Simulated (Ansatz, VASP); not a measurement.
**Si4IrPt in VASP and in Ansatz**

```
Si Ir Pt
1.0
     3.88596    0.00000    0.00000
    -1.94298    3.36534    0.00000
     0.00000    0.00000    7.43492
Si Ir Pt
4 1 1
Cartesian
  0.0000 0.0000 4.9733
  1.9430 1.1218 6.2252
  1.9430 1.1218 1.2097
  0.0000 0.0000 2.4617
  0.0000 0.0000 0.0000
  1.9430 1.1218 3.7175
```

Change from the starting cell: species swapped into the B4OsW type (P-6m2, No. 187).

Alike in both runs: task relaxation of cell and atoms; functional PBE; k mesh 12 × 12 × 6; occupations gaussian, width 0.1 eV; no spin polarisation.

|  | VASP | Ansatz |
| --- | --- | --- |
| version | VASP 6.6.1 | Ansatz 0.2.0 |
| potentials or method | VASP PAW PBE potentials, release 64 (Si, Ir, Pt), cutoff 600 eV | scalar-relativistic, plane waves, PAW |
| valence electrons in the cell | 35 | 51 |

```csv
,VASP,Ansatz,Ansatz less VASP
"gap on the k mesh at the Fermi level, each at its own relaxed structure (eV)",none,none,-
relaxed volume (Å³/atom),16.15,16.15,-0.006
relaxed length of the cell vector where the two differ most in proportion (Å),3.887,3.886,-0.0006
```

A gap of «none» marks a metal or a gap that the smearing closes. VASP's potentials hold 35 valence electrons a cell and Ansatz's 51, so a difference there can come from the potentials and not from the codes.

Spin-orbit coupling is off throughout.
